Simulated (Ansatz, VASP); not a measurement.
# Two plane-wave programs on MgS

```
Mg S
1.0
     0.00000    2.61712    2.57754
     2.61712    0.00000    2.57754
     2.61712    2.61712    0.00000
Mg S
1 1
Direct
  0.00000 0.00000 0.00000
  0.50000 0.50000 0.50000
```

Alike in both runs: task single point; functional PBEsol; k mesh 6 × 6 × 6; no spin polarisation.

|  | VASP | Ansatz |
| --- | --- | --- |
| version | VASP 6.6.1 | Ansatz 0.2.0 |
| potentials or method | VASP PAW PBE potentials, release 64 (Mg, S), cutoff 600 eV | scalar-relativistic, plane waves, PAW |
| occupations | gaussian, width 0.01 eV | fixed |
| valence electrons in the cell | 8 | 16 |

```csv
,VASP,Ansatz,Ansatz less VASP
gap on the k mesh at the Fermi level (eV),2.62,2.62,0.000
least direct gap on the mesh (eV),3.55,3.55,+0.001
```

VASP's potentials were made for PBE, not for PBEsol, and Ansatz warns of the same on its side. VASP's potentials hold 8 valence electrons a cell and Ansatz's 16, so a difference there can come from the potentials and not from the codes.
